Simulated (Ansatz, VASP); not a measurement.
One calculation of Hf3ZrS8, two programs

```
Zr Hf S
1.0
     3.66289   -0.00001   -0.03003
    -1.83143    3.17187    0.04077
    -0.22865    0.22208   27.67942
Zr Hf S
1 3 8
Direct
  0.96954 0.98090 0.49740
  0.99612 0.99301 0.74883
  0.03740 0.01248 0.00160
  0.99697 0.01364 0.25217
  0.33227 0.65234 0.80090
  0.37351 0.67181 0.05367
  0.33307 0.67294 0.30424
  0.30572 0.64018 0.55011
  0.70123 0.35311 0.94953
  0.66080 0.35425 0.20010
  0.63339 0.32169 0.44470
  0.65998 0.33365 0.69676
```

Change from the starting cell: cell x1, atoms moved at random (sigma 0.15 Å) and cell strained at random (1.5 %), then relaxed without symmetry.

Alike in both runs: functional PBE; k mesh 6 × 6 × 1; occupations gaussian, width 0.1 eV; no spin polarisation.

Ansatz relaxed the structure, and its values are those at the end. VASP's run is a single point on that final structure, the one shown.

|  | VASP | Ansatz |
| --- | --- | --- |
| version | VASP 6.6.1 | Ansatz 0.2.0 |
| potentials or method | VASP PAW PBE potentials, release 64 (Zr_sv, Hf_pv, S), cutoff 520 eV | scalar-relativistic, plane waves, PAW |
| valence electrons in the cell | 90 | 138 |

```csv
,VASP,Ansatz,Ansatz less VASP
gap on the k mesh at the Fermi level (eV),1.11,1.11,0.000
least direct gap on the mesh (eV),1.68,1.67,-0.008
pressure (GPa),-0.4,0.0,+0.38
rms of the force components (eV/Å),0.028,0.001,-0.0262
```

VASP's potentials hold 90 valence electrons a cell and Ansatz's 138, so a difference there can come from the potentials and not from the codes.

Spin-orbit coupling is off throughout.
